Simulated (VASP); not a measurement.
# Re (Fm-3m) in VASP: a series of runs

The runs below take Re through single point, relaxation of cell and atoms, with r2SCAN.

Everything below comes from runs of VASP 6.6.1. Logs are shortened: lines on timing, memory, paths and dates and some standing lists are left out, and cuts for length are marked.

## (1) The cell of the first run

Symmetry: Fm-3m, No. 225, cubic system. Conventional cell: a = 3.893 Å, b = 3.893 Å, c = 3.893 Å, α = 90.00°, β = 90.00°, γ = 90.00°. Re (site symmetry m-3m) has 12 Re at 2.75 Å within 3.6 Å.

This isn't the form of Re at room conditions, which is hcp.

## (2) Single point, r2SCAN

POSCAR

```
Re
1.0
    3.8932633032      0.0000000000      0.0000000000
    0.0000000000      3.8932633032      0.0000000000
    0.0000000000      0.0000000000      3.8932633032
Re
4
Direct
    0.0000000000      0.0000000000      0.0000000000
    0.0000000000      0.5000000000      0.5000000000
    0.5000000000      0.0000000000      0.5000000000
    0.5000000000      0.5000000000      0.0000000000
```

INCAR.step1

```
PREC     = Accurate       # precision mode
ENCUT    = 520            # plane-wave cutoff, eV
ISMEAR   = 0              # smearing method
SIGMA    = 0.05           # smearing width, eV
LREAL    = F              # projectors in reciprocal space
LASPH    = T              # aspherical terms in the spheres
NELM     = 60             # most SCF steps
NBANDS   = 22             # bands
GGA      = PE             # functional
ALGO     = Normal         # electronic algorithm
EDIFF    = 1E-4           # SCF threshold, eV
LWAVE    = T              # write WAVECAR
LCHARG   = F              # write CHGCAR
```

INCAR.step2

```
PREC     = Accurate       # precision mode
ENCUT    = 520            # plane-wave cutoff, eV
EDIFF    = 1E-6           # SCF threshold, eV
ISMEAR   = 0              # smearing method
SIGMA    = 0.05           # smearing width, eV
LREAL    = F              # projectors in reciprocal space
LASPH    = T              # aspherical terms in the spheres
NELM     = 60             # most SCF steps
ALGO     = Normal         # electronic algorithm
ISIF     = 2              # what is computed and relaxed
LWAVE    = F              # write WAVECAR
LCHARG   = T              # write CHGCAR
METAGGA  = R2SCAN         # meta-GGA
LMIXTAU  = T            
LELF     = T              # ELF
LVHAR    = T            
NBANDS   = 22             # bands
ISTART   = 1
```

KPOINTS

```
regular mesh
0
Gamma
  5 5 5
```

Potentials or basis: VASP PAW PBE potentials, release 64 (Re).

Started as:

```sh
> cat potpaw_PBE.64/Re/POTCAR > POTCAR
> cp INCAR.step1 INCAR
> mpirun -np 1 vasp_std > vasp.out
> cp INCAR.step2 INCAR
> mpirun -np 1 vasp_std > vasp.out
```

OUTCAR:

```text
PREC = Accurate
   ENCUT = 520
   EDIFF = 1E-6
   ISMEAR = 0
   LREAL = F
   LASPH = T
   NELM = 60
   ISIF = 2
   METAGGA = R2SCAN
   ISTART = 1

 ion  position               nearest neighbor table
   1  0.000  0.000  0.000-   2 2.75   3 2.75   4 2.75   2 2.75   3 2.75   2 2.75   4 2.75   2 2.75
                             3 2.75   4 2.75   3 2.75   4 2.75
   2  0.000  0.500  0.500-   1 2.75   3 2.75   4 2.75   1 2.75   4 2.75   1 2.75   3 2.75   1 2.75
                             3 2.75   4 2.75   4 2.75   3 2.75
   3  0.500  0.000  0.500-   1 2.75   2 2.75   4 2.75   1 2.75   4 2.75   2 2.75   4 2.75   4 2.75
                             1 2.75   2 2.75   1 2.75   2 2.75
   4  0.500  0.500  0.000-   1 2.75   2 2.75   3 2.75   2 2.75   3 2.75   1 2.75   3 2.75   3 2.75
                             1 2.75   2 2.75   2 2.75   1 2.75

  LATTYP: Found a simple cubic cell.
 ALAT       =     3.8932633032

  Lattice vectors:

 A1 = (   3.8932633032,   0.0000000000,   0.0000000000)
 A2 = (   0.0000000000,   3.8932633032,   0.0000000000)
 A3 = (   0.0000000000,   0.0000000000,   3.8932633032)

Analysis of symmetry for initial positions (statically):
=====================================================================
 Subroutine PRICEL returns following result:

  LATTYP: Found a face centered cubic cell.
 ALAT       =     3.8932633032

  Lattice vectors:

 A1 = (   1.9466316516,  -1.9466316516,   0.0000000000)
 A2 = (   1.9466316516,   0.0000000000,   1.9466316516)
 A3 = (   0.0000000000,  -1.9466316516,   1.9466316516)

   4 primitive cells build up your supercell.

 Routine SETGRP: Setting up the symmetry group for a
 simple cubic supercell.

 Subroutine GETGRP returns: Found 48 space group operations
 (whereof 48 operations were pure point group operations)
 out of a pool of 48 trial point group operations.

The static configuration has the point symmetry O_h .

Analysis of symmetry for dynamics (positions and initial velocities):
=====================================================================
 Subroutine PRICEL returns following result:

  LATTYP: Found a face centered cubic cell.
 ALAT       =     3.8932633032

  Lattice vectors:

 A1 = (   1.9466316516,  -1.9466316516,   0.0000000000)
 A2 = (   1.9466316516,   0.0000000000,   1.9466316516)
 A3 = (   0.0000000000,  -1.9466316516,   1.9466316516)
[... 89 lines left out ...]
   LSORBIT =      F    spin-orbit coupling
   LASPH  =      T    aspherical Exc in radial PAW
   ENCUT  =  520.0 eV  38.22 Ry    6.18 a.u.   7.24  7.24  7.24*2*pi/ulx,y,z
   NELM   =     60;   NELMIN=  2; NELMDL=  0     # of ELM steps
   EDIFF  = 0.1E-05   stopping-criterion for ELM
   LREAL  =      F    real-space projection
   EDIFFG = 0.1E-04   stopping-criterion for IOM
   NSW    =      0    number of steps for IOM
   IBRION =     -1    ionic relax: 0-MD 1-quasi-New 2-CG
   NFREE  =      0    steps in history (QN), initial steepest desc. (CG)
   ISIF   =      2    stress and relaxation
   ISYM   =      2    0-nonsym 1-usesym 2-fastsym
   POTIM  = 0.5000    time-step for ionic-motion
   TEBEG  =    0.0;   TEEND  =   0.0 temperature during run
   PSTRESS=    0.0 pullay stress
   NELECT =      28.0000    total number of electrons
   NUPDOWN=      -1.0000    fix difference up-down
   EMIN   =  10.00;   EMAX   =-10.00  energy-range for DOS
   EFERMI =   0.00;   METHOD = LEGACY
   ISMEAR =     0;   SIGMA  =   0.05  broadening in eV -4-tet -1-fermi 0-gaus
   EFERMI_NEDOS =   21; number of points for ismear=-14 and -15
   IALGO  =     38    algorithm
   IMIX   =      4    mixing-type and parameters
     AMIX     =   0.40;   BMIX     =  1.00
     AMIX_MAG =   1.60;   BMIX_MAG =  1.00
  volume/ion in A,a.u.               =      14.75        99.56
  Fermi-wavevector in a.u.,A,eV,Ry     =   1.276871  2.412937 22.182937  1.630400
  Thomas-Fermi vector in A             =   2.409503
   LORBIT       =      0    0 simple, 1 ext, 2 COOP (PROOUT), +10 PAW based schemes
   METAGGA = R2SCAN    functional components
   LHFCALC =     F    Hartree Fock is set to
   AEXX    =    0.0000 exact exchange contribution
   IVDW    =     0    specifies the selected vdW correction
   LEPSILON=     F    determine dielectric tensor
   LRPA    =     F    only Hartree local field effects (RPA)
 non-spin polarized calculation
 Gauss-broadening in eV      SIGMA  =   0.05
  energy-cutoff  :      520.00
  volume of cell :       59.01
 maximum number of plane-waves:      1599
 NGX is ok and might be reduce to    30
   NGX = 15   NGY = 15   NGZ = 15

 number of electron      28.0000001 magnetization

 Free energy of the ion-electron system (eV)
  ---------------------------------------------------
  ext. energy  EPLUGINS =         0.00000000
  ---------------------------------------------------
  free energy    TOTEN  =      -209.56159658 eV

  energy without entropy =     -209.55540176  energy(sigma->0) =     -209.55849917

 E-fermi :   8.0441     XC(G=0): -14.9734

 val. band max:        7.9724291767   @ k =   0.4000   0.4000   0.0000
 cond. band min:       8.0630165141   @ k =   0.4000   0.2000   0.0000
 fundamental gap:      0.0905873375
 Fermi energy:         8.0441086221

 k-point     1 :       0.0000    0.0000    0.0000
  band No.  band energies     occupation
      1      -2.6770      2.00000
      2       0.8551      2.00000
      3       0.8551      2.00000
      4       0.8551      2.00000
      5       1.6830      2.00000
      6       1.6830      2.00000
[... 239 lines left out ...]
     21      11.9403      0.00000
     22      12.7185      0.00000

------------------------ aborting loop because EDIFF is reached ----------------------------------------

  FORCE on cell =-STRESS in cart. coord.  units (eV):
  Direction    XX          YY          ZZ          XY          YZ          ZX
  --------------------------------------------------------------------------------------
  -------------------------------------------------------------------------------------
  Total        0.0017831      0.0017831      0.0017831     -0.0000000     -0.0000000      0.0000000
  in kB        0.0484104      0.0484104      0.0484104     -0.0000000     -0.0000000      0.0000000
  external PRESSURE =       0.0484104 kB  Pullay stress =       0.0000000 kB

 VOLUME and BASIS-vectors are now :
 -----------------------------------------------------------------------------
  energy-cutoff  :      520.00
  volume of cell :       59.01
      direct lattice vectors                 reciprocal lattice vectors
     3.893263303  0.000000000  0.000000000     0.256853935  0.000000000  0.000000000
     0.000000000  3.893263303  0.000000000     0.000000000  0.256853935  0.000000000
     0.000000000  0.000000000  3.893263303     0.000000000  0.000000000  0.256853935

 POSITION                                       TOTAL-FORCE (eV/Angst)
 -----------------------------------------------------------------------------------
      0.00000      0.00000      0.00000        -0.000000      0.000000      0.000000
      0.00000      1.94663      1.94663         0.000000     -0.000000     -0.000000
      1.94663      0.00000      1.94663         0.000000      0.000000     -0.000000
      1.94663      1.94663      0.00000        -0.000000      0.000000      0.000000
 -----------------------------------------------------------------------------------
    total drift:                                0.000000      0.000000     -0.000000

  FREE ENERGIE OF THE ION-ELECTRON SYSTEM (eV)
  ---------------------------------------------------
  free  energy   TOTEN  =      -209.5615965832 eV

  energy  without entropy=     -209.5554017579  energy(sigma->0) =     -209.55849917
```

OUTCAR.step1:

```text
PREC = Accurate
   ENCUT = 520
   ISMEAR = 0
   LREAL = F
[... 480 lines left out ...]
      0.00000      0.00000      0.00000        -0.000000     -0.000000      0.000000
      0.00000      1.94663      1.94663         0.000000      0.000000     -0.000000
      1.94663      0.00000      1.94663         0.000000     -0.000000     -0.000000
      1.94663      1.94663      0.00000        -0.000000     -0.000000      0.000000
 -----------------------------------------------------------------------------------
    total drift:                                0.000000      0.000000     -0.000000

  FREE ENERGIE OF THE ION-ELECTRON SYSTEM (eV)
  ---------------------------------------------------
  free  energy   TOTEN  =       -49.4079531411 eV

  energy  without entropy=      -49.3973435717  energy(sigma->0) =      -49.40264836
```

OSZICAR.step1:

```text
N       E                     dE             d eps       ncg     rms          rms(c)
DAV:   1     0.176486554032E+03    0.17649E+03   -0.12647E+04   814   0.156E+03
DAV:   2    -0.260676857849E+02   -0.20255E+03   -0.18390E+03   844   0.646E+02
DAV:   3    -0.500258366554E+02   -0.23958E+02   -0.20255E+02   836   0.340E+02
DAV:   4    -0.519090126125E+02   -0.18832E+01   -0.16651E+01   714   0.710E+01
DAV:   5    -0.521317557337E+02   -0.22274E+00   -0.21092E+00   756   0.217E+01    0.599E+01
DAV:   6    -0.501476960904E+02    0.19841E+01   -0.22504E+00   732   0.315E+01    0.247E+01
DAV:   7    -0.494337301292E+02    0.71397E+00   -0.15509E+00   742   0.261E+01    0.106E+00
DAV:   8    -0.494084213672E+02    0.25309E-01   -0.70819E-02   816   0.245E+00    0.464E-01
DAV:   9    -0.494078802270E+02    0.54114E-03   -0.60370E-03   784   0.777E-01    0.103E-01
DAV:  10    -0.494079531411E+02   -0.72914E-04   -0.53661E-04   488   0.256E-01
   1 F= -.49407953E+02 E0= -.49402648E+02  d E =-.106096E-01
```

It took 48 s on 1 thread of AMD EPYC 7R13 (Zen 3), shared host; peak memory 0.14 GiB.

What came out:

- Free energy: -209.5616 eV
- Pressure: 0.0 GPa
- Band gap on the k mesh: zero (bands 14 and 15 overlap by 3.69 eV)

Caveat: the PAW data sets were made with another functional, which shifts forces and pressure a little; spin-orbit coupling is left out, which moves the levels of the heavy elements.

## (3) Relaxation of cell and atoms, r2SCAN

This run uses another cell than the first one, of 14.72 Å³/atom.

POSCAR

```
Re
1.0
    3.8900000000      0.0000000000      0.0000000000
    0.0000000000      3.8900000000      0.0000000000
    0.0000000000      0.0000000000      3.8900000000
Re
4
Direct
    0.0000000000      0.0000000000      0.0000000000
    0.0000000000      0.5000000000      0.5000000000
    0.5000000000      0.0000000000      0.5000000000
    0.5000000000      0.5000000000      0.0000000000
```

INCAR.step1

```
SYSTEM = Re
PREC = Accurate
ENCUT = 600
ISMEAR = 0
SIGMA = 0.05
LREAL = .False.
LASPH = .True.
NELM = 100
GGA = PE
ALGO = Normal
EDIFF = 1E-4
LWAVE = .True.
LCHARG = .False.
```

INCAR.step2

```
SYSTEM = Re
PREC = Accurate
ENCUT = 600
EDIFF = 1E-6
ISMEAR = 0
SIGMA = 0.05
LREAL = .False.
LASPH = .True.
NELM = 100
ALGO = Normal
ISIF = 3
LWAVE = .False.
LCHARG = .False.
METAGGA = R2SCAN
LMIXTAU = .True.
IBRION = 2
NSW = 80
EDIFFG = -0.01
ISTART = 1
```

KPOINTS

```
regular mesh
0
Gamma
  5 5 5
  0 0 0
```

Potentials or basis: VASP PAW PBE potentials, release 64 (Re).

Started as:

```sh
> cat potpaw_PBE.64/Re/POTCAR > POTCAR
> cp INCAR.step1 INCAR
> mpirun -np 1 vasp_std > vasp.out
> cp INCAR.step2 INCAR
> mpirun -np 1 vasp_std > vasp.out
```

OUTCAR:

```text
SYSTEM = Re
   PREC = Accurate
   ENCUT = 600
   EDIFF = 1E-6
   ISMEAR = 0
   LREAL = .False.
   LASPH = .True.
   NELM = 100
   ISIF = 3
   METAGGA = R2SCAN
   IBRION = 2
   NSW = 80
   EDIFFG = -0.01
   ISTART = 1

 ion  position               nearest neighbor table
   1  0.000  0.000  0.000-   2 2.75   3 2.75   4 2.75   2 2.75   3 2.75   2 2.75   4 2.75   2 2.75
                             3 2.75   4 2.75   3 2.75   4 2.75
   2  0.000  0.500  0.500-   1 2.75   3 2.75   4 2.75   1 2.75   4 2.75   1 2.75   3 2.75   1 2.75
                             3 2.75   4 2.75   4 2.75   3 2.75
   3  0.500  0.000  0.500-   1 2.75   2 2.75   4 2.75   1 2.75   4 2.75   2 2.75   4 2.75   4 2.75
                             1 2.75   2 2.75   1 2.75   2 2.75
   4  0.500  0.500  0.000-   1 2.75   2 2.75   3 2.75   2 2.75   3 2.75   1 2.75   3 2.75   3 2.75
                             1 2.75   2 2.75   2 2.75   1 2.75

[... 195 lines left out ...]
  -------------------------------------------------------------------------------------
  Total        0.4114673      0.4114673      0.4114673     -0.0000000      0.0000000     -0.0000000
  in kB       11.1994598     11.1994598     11.1994598     -0.0000000      0.0000000     -0.0000000
  external PRESSURE =      11.1994598 kB  Pullay stress =       0.0000000 kB
[... 63 lines left out ...]
--------------------------------------- Ionic step        3  -------------------------------------------

 number of electron      27.9999999 magnetization

 Free energy of the ion-electron system (eV)
  ---------------------------------------------------
  ext. energy  EPLUGINS =         0.00000000
  ---------------------------------------------------
  free energy    TOTEN  =      -209.56509498 eV

  energy without entropy =     -209.55889804  energy(sigma->0) =     -209.56199651

 E-fermi :   8.0413     XC(G=0): -14.9724

 val. band max:        7.9697098950   @ k =   0.4000   0.4000   0.0000
 cond. band min:       8.0601716205   @ k =   0.4000   0.2000   0.0000
 fundamental gap:      0.0904617254
 Fermi energy:         8.0412786850

 k-point     1 :       0.0000    0.0000    0.0000
  band No.  band energies     occupation
      1      -2.6791      2.00000
      2       0.8536      2.00000
      3       0.8536      2.00000
      4       0.8536      2.00000
      5       1.6814      2.00000
      6       1.6814      2.00000
[... 230 lines left out ...]
  FREE ENERGIE OF THE ION-ELECTRON SYSTEM (eV)
  ---------------------------------------------------
  free  energy   TOTEN  =      -209.5650949766 eV

  energy  without entropy=     -209.5588980416  energy(sigma->0) =     -209.56199651

 reached required accuracy - stopping structural energy minimisation
```

OSZICAR.step1:

```text
N       E                     dE             d eps       ncg     rms          rms(c)
DAV:   1     0.230500473968E+03    0.23050E+03   -0.12851E+04   636   0.208E+03
DAV:   2    -0.132351334753E+02   -0.24374E+03   -0.22535E+03   674   0.910E+02
DAV:   3    -0.456695261918E+02   -0.32434E+02   -0.28672E+02   654   0.452E+02
DAV:   4    -0.513693133866E+02   -0.56998E+01   -0.48597E+01   648   0.144E+02
DAV:   5    -0.520671280662E+02   -0.69781E+00   -0.67432E+00   620   0.409E+01    0.603E+01
DAV:   6    -0.501367110607E+02    0.19304E+01   -0.25554E+00   616   0.406E+01    0.248E+01
DAV:   7    -0.494252692446E+02    0.71144E+00   -0.16019E+00   606   0.322E+01    0.108E+00
DAV:   8    -0.494056210166E+02    0.19648E-01   -0.15166E-01   696   0.505E+00    0.330E-01
DAV:   9    -0.494057933679E+02   -0.17235E-03   -0.67399E-03   646   0.581E-01    0.819E-02
DAV:  10    -0.494060221252E+02   -0.22876E-03   -0.13067E-03   440   0.361E-01    0.315E-02
DAV:  11    -0.494060555737E+02   -0.33449E-04   -0.33793E-04   398   0.209E-01
   1 F= -.49406056E+02 E0= -.49400753E+02  d E =-.106054E-01
```

It took 2.2 min on 1 thread of AMD EPYC 7R13 (Zen 3), shared host; peak memory 0.17 GiB.

What came out:

| Property | Result |
| --- | --- |
| Free energy | -209.5651 eV |
| Relaxed volume | 14.76 Å³/atom |
| Relaxed cell | a = 3.894 Å, b = 3.894 Å, c = 3.894 Å, α = 90.00°, β = 90.00°, γ = 90.00° |
| Space group after relaxing (to 0.1 Å) | Fm-3m (No. 225) |
| Energy gained by relaxing | 0.1 meV/atom |
| Ionic steps | 3 |
| Pressure after relaxing | 0.0 GPa |
| Band gap on the k mesh | zero (bands 14 and 15 overlap by 3.68 eV) |

Step by step:
```csv
step,energy change (eV),largest force (eV/Å),pressure (GPa),volume (Å³)
1,0.0000,0.0000,1.12,58.86
2,0.0101,0.0000,-4.66,59.74
3,-0.0006,0.0000,0.02,59.03
```

Final structure:
```
Re
1.0
     3.89359    0.00000    0.00000
     0.00000    3.89359    0.00000
     0.00000    0.00000    3.89359
Re
4
Direct
  0.00000 0.00000 0.00000
  0.00000 0.50000 0.50000
  0.50000 0.00000 0.50000
  0.50000 0.50000 0.00000
```

Caveat: the PAW data sets were made with another functional, which shifts forces and pressure a little; spin-orbit coupling is left out, which moves the levels of the heavy elements.

## (4) Relaxation of cell and atoms, r2SCAN

POSCAR

```
Re
1.0
    3.8932633032      0.0000000000      0.0000000000
    0.0000000000      3.8932633032      0.0000000000
    0.0000000000      0.0000000000      3.8932633032
Re
4
Direct
    0.0000000000      0.0000000000      0.0000000000
    0.0000000000      0.5000000000      0.5000000000
    0.5000000000      0.0000000000      0.5000000000
    0.5000000000      0.5000000000      0.0000000000
```

INCAR.step1

```
SYSTEM = Re
  ALGO = Normal
  EDIFF = 1E-4
  ENCUT = 600
  GGA = PE
  ISMEAR = 0
  LASPH = .True.
  LCHARG = .False.
  LREAL = .False.
  LWAVE = .True.
  NELM = 80
  PREC = Accurate
  SIGMA = 0.05
```

INCAR.step2

```
SYSTEM = Re
  ALGO = Normal
  EDIFF = 1E-6
  EDIFFG = -0.01
  ENCUT = 600
  IBRION = 2
  ISIF = 3
  ISMEAR = 0
  ISTART = 1
  LASPH = .True.
  LCHARG = .False.
  LMIXTAU = .True.
  LREAL = .False.
  LWAVE = .False.
  METAGGA = R2SCAN
  NELM = 80
  NSW = 80
  PREC = Accurate
  SIGMA = 0.05
```

KPOINTS

```
k-points
0
Gamma
  5 5 5
  0 0 0
```

Started as:

```sh
> cat potpaw_PBE.64/Re/POTCAR > POTCAR
> cp INCAR.step1 INCAR
> mpirun -np 1 vasp_std > vasp.out
> cp INCAR.step2 INCAR
> mpirun -np 1 vasp_std > vasp.out
```

Wall time 99 s (1 thread of AMD EPYC 7R13 (Zen 3), shared host); peak memory 0.17 GiB.

It converged, with:

```
Free energy                           : -209.5651 eV
Relaxed volume                        : 14.76 Å³/atom
Relaxed cell                          : a = 3.894 Å, b = 3.894 Å, c = 3.894 Å, α = 90.00°, β = 90.00°, γ = 90.00°
Space group after relaxing (to 0.1 Å) : Fm-3m (No. 225)
Energy gained by relaxing             : 0.0 meV/atom
Ionic steps                           : 3
Pressure after relaxing               : 0.0 GPa
Band gap on the k mesh                : zero (bands 14 and 15 overlap by 3.68 eV)
```

Final structure:
```
Re
1.0
     3.89355    0.00000    0.00000
     0.00000    3.89355    0.00000
     0.00000    0.00000    3.89355
Re
4
Direct
  0.00000 0.00000 0.00000
  0.00000 0.50000 0.50000
  0.50000 0.00000 0.50000
  0.50000 0.50000 0.00000
```

Levels at points of the mesh, in eV from the Fermi level:
| k point | band 11 | band 12 | band 13 | band 14 | band 15 | band 16 |
| --- | --- | --- | --- | --- | --- | --- |
| (0.00, 0.00, 0.00) | 1.30 | 1.30 | 2.73 | 2.73 | 2.73 | 3.88 |

Caveat: the PAW data sets were made with another functional, which shifts forces and pressure a little; spin-orbit coupling is left out, which moves the levels of the heavy elements.

## (5) Overview

| task | cell | cutoff (eV) | gap on the mesh (eV) | pressure (GPa) | relaxed volume (Å³/atom) |
| --- | --- | --- | --- | --- | --- |
| single point | a = 3.893 Å, 4 atoms | 520 | none | 0.0 | - |
| relaxation of cell and atoms | relaxed from a = 3.890 Å, 4 atoms | 600 | none | 0.0 | 14.76 |
| relaxation of cell and atoms | relaxed from a = 3.893 Å, 4 atoms | 600 | none | 0.0 | 14.76 |

Alike in all rows: level r2SCAN; potentials or basis VASP PAW PBE potentials, release 64 (Re); no spin polarisation; k mesh 5 × 5 × 5; smearing gaussian 0.05 eV.

Caveats: the PAW data sets were made with another functional, which shifts forces and pressure a little; spin-orbit coupling is left out, which moves the levels of the heavy elements.

Absolute energies hang on the potentials; compare differences alone.
